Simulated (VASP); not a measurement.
# MgB2 (P6/mmm) in VASP: further runs

The runs below take MgB2 through single point, with PBE.

Everything below comes from runs of VASP 6.6.1. Logs are shortened: lines on timing, memory, paths and dates and some standing lists are left out, and cuts for length are marked.

## (1) The cell of the first run

The structure is hexagonal, space group P6/mmm (No. 191). The conventional cell has a = 3.100 Å, b = 3.100 Å, c = 3.573 Å, α = 90.00°, β = 90.00°, γ = 120.00°. Within 3.3 Å of Mg (site symmetry 6/mmm) lie 12 B at 2.53 Å and 6 Mg at 3.10 Å. B (site symmetry -6m2) has 3 B at 1.79 Å within 2.4 Å.

## (2) Single point, PBE (volume scaled by 1.03, then relaxed in part)

Input file INCAR:

```
PREC = Accurate
ENCUT = 520
EDIFF = 1E-6
ISMEAR = 0
SIGMA = 0.1
LREAL = F
LASPH = T
NELM = 60
ALGO = Normal
ISIF = 2
LWAVE = F
LCHARG = F
GGA = PE
NBANDS = 11
```

Input file KPOINTS:

```
regular mesh
0
Gamma
  18 18 12
```

Input file POSCAR:

```
MgB2
1.0
    3.0996053944      0.0000000000      0.0000000000
   -1.5498026972      2.6843370133      0.0000000000
    0.0000000000      0.0000000000      3.5727819410
Mg B
1 2
Direct
    0.0000000000      0.0000000000      0.0000000000
    0.3333333333      0.6666666667      0.5000000000
    0.6666666667      0.3333333333      0.5000000000
```

Potentials or basis: VASP PAW PBE potentials, release 64 (Mg, B).

The run is started by

```
$ cat potpaw_PBE.64/Mg/POTCAR potpaw_PBE.64/B/POTCAR > POTCAR
$ mpirun -np 1 vasp_std > vasp.out
```

OUTCAR:

```text
PREC = Accurate
   ENCUT = 520
   EDIFF = 1E-6
   ISMEAR = 0
   LREAL = F
   LASPH = T
   NELM = 60
   ISIF = 2
   GGA = PE

 ion  position               nearest neighbor table
   1  0.000  0.000  0.000-   2 2.53   3 2.53   2 2.53   3 2.53   3 2.53   3 2.53   2 2.53   2 2.53
                             3 2.53   3 2.53   2 2.53   2 2.53
   2  0.333  0.667  0.500-   3 1.79   3 1.79   3 1.79   1 2.53   1 2.53   1 2.53   1 2.53   1 2.53
                             1 2.53
   3  0.667  0.333  0.500-   2 1.79   2 1.79   2 1.79   1 2.53   1 2.53   1 2.53   1 2.53   1 2.53
                             1 2.53

  LATTYP: Found a hexagonal cell.
 ALAT       =     3.0996053944
 C/A-ratio  =     1.1526570277

  Lattice vectors:

 A1 = (   3.0996053944,   0.0000000000,   0.0000000000)
 A2 = (  -1.5498026972,   2.6843370133,   0.0000000000)
 A3 = (   0.0000000000,   0.0000000000,   3.5727819410)

Analysis of symmetry for initial positions (statically):
=====================================================================
 Subroutine PRICEL returns:
 Original cell was already a primitive cell.

 Routine SETGRP: Setting up the symmetry group for a
 hexagonal supercell.

 Subroutine GETGRP returns: Found 24 space group operations
 (whereof 24 operations were pure point group operations)
 out of a pool of 24 trial point group operations.

The static configuration has the point symmetry D_6h.

Analysis of symmetry for dynamics (positions and initial velocities):
=====================================================================
 Subroutine PRICEL returns:
 Original cell was already a primitive cell.

 Routine SETGRP: Setting up the symmetry group for a
 hexagonal supercell.

 Subroutine GETGRP returns: Found 24 space group operations
 (whereof 24 operations were pure point group operations)
 out of a pool of 24 trial point group operations.

The dynamic configuration has the point symmetry D_6h.

 Subroutine INISYM returns: Found 24 space group operations
 (whereof 24 operations are pure point group operations),
 and found     1 'primitive' translations

----------------------------------------------------------------------------------------

                                     Primitive cell

  volume of cell :      29.7269

  direct lattice vectors                    reciprocal lattice vectors
     3.099605394  0.000000000  0.000000000     0.322621712  0.186265732  0.000000000
    -1.549802697  2.684337013  0.000000000     0.000000000  0.372531465  0.000000000
     0.000000000  0.000000000  3.572781941     0.000000000  0.000000000  0.279893936

  length of vectors
     3.099605394  3.099605394  3.572781941     0.372531465  0.372531465  0.279893936

  position of ions in fractional coordinates (direct lattice)
     0.000000000  0.000000000  0.000000000
     0.333333333  0.666666667  0.500000000
     0.666666667  0.333333333  0.500000000

  ion indices of the primitive-cell ions
   primitive index   ion index
                 1           1
                 2           2
                 3           3

----------------------------------------------------------------------------------------

 KPOINTS: regular mesh

Automatic generation of k-mesh.
 Grid dimensions read from file:
 generate k-points for:   18   18   12

 Generating k-lattice:

  Cartesian coordinates                     Fractional coordinates (reciprocal lattice)
     0.017923428  0.010348096  0.000000000     0.055555556  0.000000000  0.000000000
     0.000000000  0.020696192  0.000000000     0.000000000  0.055555556  0.000000000
     0.000000000  0.000000000  0.023324495     0.000000000  0.000000000  0.083333333

  Length of vectors
     0.020696192  0.020696192  0.023324495

  Shift w.r.t. Gamma in fractional coordinates (k-lattice)
     0.000000000  0.000000000  0.000000000

 Subroutine IBZKPT returns following result:
 ===========================================

 Found    259 irreducible k-points:

 Following reciprocal coordinates:
            Coordinates               Weight
  0.000000  0.000000  0.000000      1.000000
  0.055556 -0.000000  0.000000      6.000000
  0.111111 -0.000000  0.000000      6.000000
  0.166667 -0.000000  0.000000      6.000000
  0.222222 -0.000000  0.000000      6.000000
  0.277778 -0.000000  0.000000      6.000000
[... 16 lines left out ...]
  0.333333  0.111111  0.000000     12.000000
  0.388889  0.111111  0.000000     12.000000
 [... further k-points ...]
   k-points           NKPTS =    259   k-points in BZ     NKDIM =    259   number of bands    NBANDS=     11
   number of dos      NEDOS =    301   number of ions     NIONS =      3
   total plane-waves  NPLWV =  16128
   dimension x,y,z NGX =    24 NGY =   24 NGZ =   28
   dimension x,y,z NGXF=    48 NGYF=   48 NGZF=   56
   ions per type =               1   2
   NGX,Y,Z   is equivalent  to a cutoff of  12.87, 12.87, 13.03 a.u.
   NGXF,Y,Z  is equivalent  to a cutoff of  25.74, 25.74, 26.06 a.u.
 SYSTEM =  unknown system
   PREC   = accura    normal or accurate (medium, high low for compatibility)
   ISTART =      0    job   : 0-new  1-cont  2-samecut
   ICHARG =      2    charge: 1-file 2-atom 10-const
   ISPIN  =      1    spin polarized calculation?
   LNONCOLLINEAR =      F non collinear calculations
   LSORBIT =      F    spin-orbit coupling
   LASPH  =      T    aspherical Exc in radial PAW
   ENCUT  =  520.0 eV  38.22 Ry    6.18 a.u.   5.76  5.76  6.64*2*pi/ulx,y,z
   NELM   =     60;   NELMIN=  2; NELMDL= -5     # of ELM steps
   EDIFF  = 0.1E-05   stopping-criterion for ELM
   LREAL  =      F    real-space projection
   EDIFFG = 0.1E-04   stopping-criterion for IOM
   NSW    =      0    number of steps for IOM
   IBRION =     -1    ionic relax: 0-MD 1-quasi-New 2-CG
   NFREE  =      0    steps in history (QN), initial steepest desc. (CG)
   ISIF   =      2    stress and relaxation
   ISYM   =      2    0-nonsym 1-usesym 2-fastsym
   POTIM  = 0.5000    time-step for ionic-motion
   TEBEG  =    0.0;   TEEND  =   0.0 temperature during run
   PSTRESS=    0.0 pullay stress
   NELECT =       8.0000    total number of electrons
   NUPDOWN=      -1.0000    fix difference up-down
   EMIN   =  10.00;   EMAX   =-10.00  energy-range for DOS
   EFERMI =   0.00;   METHOD = LEGACY
   ISMEAR =     0;   SIGMA  =   0.10  broadening in eV -4-tet -1-fermi 0-gaus
   EFERMI_NEDOS =   21; number of points for ismear=-14 and -15
   IALGO  =     38    algorithm
   IMIX   =      4    mixing-type and parameters
     AMIX     =   0.40;   BMIX     =  1.00
     AMIX_MAG =   1.60;   BMIX_MAG =  1.00
  volume/ion in A,a.u.               =       9.91        66.87
  Fermi-wavevector in a.u.,A,eV,Ry     =   1.056951  1.997348 15.199685  1.117145
  Thomas-Fermi vector in A             =   2.192206
   LORBIT       =      0    0 simple, 1 ext, 2 COOP (PROOUT), +10 PAW based schemes
   GGA     = PE    functional components
   LHFCALC =     F    Hartree Fock is set to
   AEXX    =    0.0000 exact exchange contribution
   IVDW    =     0    specifies the selected vdW correction
   LEPSILON=     F    determine dielectric tensor
   LRPA    =     F    only Hartree local field effects (RPA)
 non-spin polarized calculation
 Gauss-broadening in eV      SIGMA  =   0.10
  energy-cutoff  :      520.00
  volume of cell :       29.73
 maximum number of plane-waves:       818
 NGX is ok and might be reduce to    24
   NGX = 11   NGY = 11   NGZ = 13

 number of electron       8.0000000 magnetization

 Free energy of the ion-electron system (eV)
  ---------------------------------------------------
  ext. energy  EPLUGINS =         0.00000000
  ---------------------------------------------------
  free energy    TOTEN  =       -15.31348620 eV

  energy without entropy =      -15.31025460  energy(sigma->0) =      -15.31187040

 E-fermi :   5.0741     XC(G=0): -10.8170

 val. band max:        5.0604788190   @ k =   0.4444   0.1111   0.0833
 cond. band min:       5.0807654224   @ k =   0.0556   0.0556   0.0000
 fundamental gap:      0.0202866034
 Fermi energy:         5.0740807045

 k-point     1 :       0.0000    0.0000    0.0000
  band No.  band energies     occupation
      1      -7.1819      2.00000
      2       2.1202      2.00000
      3       5.4838      0.00000
      4       5.4838      0.00000
      5       6.5452      0.00000
      6      11.3897      0.00000
      7      11.3897      0.00000
      8      13.0670      0.00000
      9      14.8815      0.00000
     10      17.6180      0.00000
     11      20.9979      0.00000

 k-point     2 :       0.0556   -0.0000    0.0000
  band No.  band energies     occupation
      1      -7.1288      2.00000
      2       2.1724      2.00000
      3       5.2021      0.07021
      4       5.3530      0.00008
      5       6.5940      0.00000
      6      11.3531      0.00000
      7      11.6273      0.00000
      8      13.1867      0.00000
      9      14.6903      0.00000
     10      17.8951      0.00000
     11      20.6973      0.00000

 k-point     3 :       0.1111   -0.0000    0.0000
  band No.  band energies     occupation
      1      -6.9698      2.00000
      2       2.3284      2.00000
      3       4.4622      2.00000
      4       5.0179      1.57272
      5       6.7446      0.00000
      6      11.1756      0.00000
      7      12.2809      0.00000
      8      13.5482      0.00000
      9      14.1470      0.00000
     10      18.6486      0.00000
     11      20.0283      0.00000
[... 267 lines left out ...]
 k-point    23 :       0.3333    0.1111    0.0000
  band No.  band energies     occupation
      1      -4.4911      2.00000
      2      -0.8745      2.00000
      3       2.3053      2.00000
      4       4.6484      2.00000
      5       9.0670      0.00000
      6       9.1009      0.00000
      7      10.6326      0.00000
      8      12.8597      0.00000
      9      16.0257      0.00000
     10      17.2489      0.00000
     11      18.2500      0.00000

 k-point    24 :       0.3889    0.1111    0.0000
  band No.  band energies     occupation
      1      -3.7640      2.00000
      2      -1.8405      2.00000
      3       2.1484      2.00000
      4       5.1856      0.11479
      5       8.3310      0.00000
      6       9.6034      0.00000
      7      10.4351      0.00000
      8      12.3649      0.00000
      9      15.7878      0.00000
     10      17.5735      0.00000
     11      18.9188      0.00000

 [... further k-points ...]

------------------------ aborting loop because EDIFF is reached ----------------------------------------

  FORCE on cell =-STRESS in cart. coord.  units (eV):
  Direction    XX          YY          ZZ          XY          YZ          ZX
  --------------------------------------------------------------------------------------
  -------------------------------------------------------------------------------------
  Total       -0.7737806     -0.7737806     -0.8268565     -0.0000000     -0.0000000      0.0000000
  in kB      -41.7040704    -41.7040704    -44.5646759     -0.0000000     -0.0000000      0.0000000
  external PRESSURE =     -42.6576056 kB  Pullay stress =       0.0000000 kB

 VOLUME and BASIS-vectors are now :
 -----------------------------------------------------------------------------
  energy-cutoff  :      520.00
  volume of cell :       29.73
      direct lattice vectors                 reciprocal lattice vectors
     3.099605394  0.000000000  0.000000000     0.322621712  0.186265732  0.000000000
    -1.549802697  2.684337013  0.000000000     0.000000000  0.372531465  0.000000000
     0.000000000  0.000000000  3.572781941     0.000000000  0.000000000  0.279893936

 POSITION                                       TOTAL-FORCE (eV/Angst)
 -----------------------------------------------------------------------------------
      0.00000      0.00000      0.00000         0.000000      0.000000      0.000000
     -0.00000      1.78956      1.78639         0.000000     -0.000000     -0.000000
      1.54980      0.89478      1.78639        -0.000000      0.000000      0.000000
 -----------------------------------------------------------------------------------
    total drift:                                0.000000     -0.000000      0.000000

  FREE ENERGIE OF THE ION-ELECTRON SYSTEM (eV)
  ---------------------------------------------------
  free  energy   TOTEN  =       -15.3134861974 eV

  energy  without entropy=      -15.3102545980  energy(sigma->0) =      -15.31187040
```

It took 21 s on 1 thread of Intel Xeon 6975P-C (Granite Rapids), shared host; peak memory 0.21 GiB.

Results:

```
Free energy            : -15.3135 eV
Pressure               : -4.3 GPa
Band gap on the k mesh : zero (band 4 reaches 6.83 eV, above the bottom of band 5 at 3.15 eV)
```

Levels at points of the mesh, in eV from the Fermi level:
```tsv
k point	band 1	band 2	band 3	band 4	band 5	band 6	band 7	band 8	band 9
(0.00, 0.00, 0.00)	-12.26	-2.95	0.41	0.41	1.47	6.32	6.32	7.99	9.81
(0.50, 0.00, 0.00)	-8.42	-7.69	-2.09	0.19	3.00	3.91	5.12	6.82	12.31
(0.00, 0.00, 0.50)	-11.05	-7.31	0.76	0.76	6.64	6.64	7.93	9.55	9.63
(0.50, 0.00, 0.50)	-7.50	-6.83	-3.46	-1.81	-1.24	5.63	8.62	8.83	12.60
```

## (3) Single point, PBE (volume scaled by 1.06, then relaxed in part)

Input file INCAR:

```
  ALGO = Normal
  EDIFF = 1E-6
  ENCUT = 520
  GGA = PE
  ISIF = 2
  ISMEAR = 0
  LASPH = T
  LCHARG = F
  LREAL = F
  LWAVE = F
  NBANDS = 11
  NELM = 60
  PREC = Accurate
  SIGMA = 0.1
```

Input file KPOINTS:

```
k-points
0
Gamma
  18 18 12
```

Input file POSCAR:

```
MgB2
1.0
    3.1229838094      0.0000000000      0.0000000000
   -1.5614919047      2.7045833146      0.0000000000
    0.0000000000      0.0000000000      3.6220004655
Mg B
1 2
Direct
    0.0000000000      0.0000000000      0.0000000000
    0.3333333333      0.6666666667      0.5000000000
    0.6666666667      0.3333333333      0.5000000000
```

Potentials or basis: VASP PAW PBE potentials, release 64 (Mg, B).

The run is started by

```
$ cat potpaw_PBE.64/Mg/POTCAR potpaw_PBE.64/B/POTCAR > POTCAR
$ mpirun -np 1 vasp_std > vasp.out
```

OUTCAR:

```text
EDIFF = 1E-6
   ENCUT = 520
   GGA = PE
   ISIF = 2
   ISMEAR = 0
   LASPH = T
   LREAL = F
   NELM = 60
   PREC = Accurate

 ion  position               nearest neighbor table
   1  0.000  0.000  0.000-   2 2.56   3 2.56   2 2.56   3 2.56   3 2.56   3 2.56   2 2.56   2 2.56
                             3 2.56   3 2.56   2 2.56   2 2.56
   2  0.333  0.667  0.500-   3 1.80   3 1.80   3 1.80   1 2.56   1 2.56   1 2.56   1 2.56   1 2.56
                             1 2.56
   3  0.667  0.333  0.500-   2 1.80   2 1.80   2 1.80   1 2.56   1 2.56   1 2.56   1 2.56   1 2.56
                             1 2.56

  LATTYP: Found a hexagonal cell.
 ALAT       =     3.1229838094
 C/A-ratio  =     1.1597884224

  Lattice vectors:

 A1 = (   3.1229838094,   0.0000000000,   0.0000000000)
 A2 = (  -1.5614919047,   2.7045833146,   0.0000000000)
 A3 = (   0.0000000000,   0.0000000000,   3.6220004655)

Analysis of symmetry for initial positions (statically):
=====================================================================
 Subroutine PRICEL returns:
 Original cell was already a primitive cell.

 Routine SETGRP: Setting up the symmetry group for a
 hexagonal supercell.

 Subroutine GETGRP returns: Found 24 space group operations
 (whereof 24 operations were pure point group operations)
 out of a pool of 24 trial point group operations.

The static configuration has the point symmetry D_6h.

Analysis of symmetry for dynamics (positions and initial velocities):
=====================================================================
 Subroutine PRICEL returns:
 Original cell was already a primitive cell.

 Routine SETGRP: Setting up the symmetry group for a
 hexagonal supercell.

 Subroutine GETGRP returns: Found 24 space group operations
 (whereof 24 operations were pure point group operations)
 out of a pool of 24 trial point group operations.

The dynamic configuration has the point symmetry D_6h.

 Subroutine INISYM returns: Found 24 space group operations
 (whereof 24 operations are pure point group operations),
[... 127 lines left out ...]
   LEPSILON=     F    determine dielectric tensor
   LRPA    =     F    only Hartree local field effects (RPA)
 non-spin polarized calculation
 Gauss-broadening in eV      SIGMA  =   0.10
  energy-cutoff  :      520.00
  volume of cell :       30.59
 maximum number of plane-waves:       844
 NGX is ok and might be reduce to    24
   NGX = 11   NGY = 11   NGZ = 13

 number of electron       8.0000000 magnetization

 Free energy of the ion-electron system (eV)
  ---------------------------------------------------
  ext. energy  EPLUGINS =         0.00000000
  ---------------------------------------------------
  free energy    TOTEN  =       -15.28086993 eV

  energy without entropy =      -15.27748081  energy(sigma->0) =      -15.27917537

 E-fermi :   4.8812     XC(G=0): -10.7039

 val. band max:        4.8773382602   @ k =   0.2778   0.2778   0.3333
 cond. band min:       4.9040943278   @ k =   0.0556   0.0556   0.0000
 fundamental gap:      0.0267560676
 Fermi energy:         4.8811763983

 k-point     1 :       0.0000    0.0000    0.0000
  band No.  band energies     occupation
      1      -7.2103      2.00000
      2       1.9268      2.00000
      3       5.2986      0.00000
      4       5.2986      0.00000
      5       6.1784      0.00000
      6      11.1350      0.00000
      7      11.1350      0.00000
      8      12.6598      0.00000
      9      14.4815      0.00000
     10      17.2030      0.00000
     11      20.5239      0.00000
[... 309 lines left out ...]
 k-point    24 :       0.3889    0.1111    0.0000
  band No.  band energies     occupation
      1      -3.8434      2.00000
      2      -1.9321      2.00000
      3       2.0185      2.00000
      4       4.9655      0.23321
      5       8.0477      0.00000
      6       9.2854      0.00000
      7      10.0979      0.00000
      8      11.8731      0.00000
      9      15.3381      0.00000
     10      17.0358      0.00000
     11      18.4766      0.00000

 [... further k-points ...]

------------------------ aborting loop because EDIFF is reached ----------------------------------------

  FORCE on cell =-STRESS in cart. coord.  units (eV):
  Direction    XX          YY          ZZ          XY          YZ          ZX
  --------------------------------------------------------------------------------------
  -------------------------------------------------------------------------------------
  Total       -1.4628107     -1.4628107     -1.5173442      0.0000000      0.0000000      0.0000000
  in kB      -76.6090579    -76.6090579    -79.4650385      0.0000000      0.0000000      0.0000000
  external PRESSURE =     -77.5610514 kB  Pullay stress =       0.0000000 kB

 VOLUME and BASIS-vectors are now :
 -----------------------------------------------------------------------------
  energy-cutoff  :      520.00
  volume of cell :       30.59
      direct lattice vectors                 reciprocal lattice vectors
     3.122983809  0.000000000  0.000000000     0.320206591  0.184871362  0.000000000
    -1.561491905  2.704583315  0.000000000     0.000000000  0.369742723  0.000000000
     0.000000000  0.000000000  3.622000466     0.000000000  0.000000000  0.276090522

 POSITION                                       TOTAL-FORCE (eV/Angst)
 -----------------------------------------------------------------------------------
      0.00000      0.00000      0.00000         0.000000      0.000000      0.000000
     -0.00000      1.80306      1.81100         0.000000      0.000000      0.000000
      1.56149      0.90153      1.81100        -0.000000      0.000000      0.000000
 -----------------------------------------------------------------------------------
    total drift:                                0.000000     -0.000000      0.000000

  FREE ENERGIE OF THE ION-ELECTRON SYSTEM (eV)
  ---------------------------------------------------
  free  energy   TOTEN  =       -15.2808699298 eV

  energy  without entropy=      -15.2774808108  energy(sigma->0) =      -15.27917537
```

It took 20 s on 1 thread of Intel Xeon 6975P-C (Granite Rapids), shared host; peak memory 0.21 GiB.

What came out:

```yaml
Free_energy: -15.2809 eV
Pressure: -7.8 GPa
Band_gap_on_the_k_mesh: zero (band 4 reaches 6.59 eV, above the bottom of band 5 at 3.02 eV)
```

Stress tensor (GPa, compression positive):
```
-7.66  0.00  0.00
 0.00 -7.66  0.00
 0.00  0.00 -7.95
```

[end of part 1 of 2]
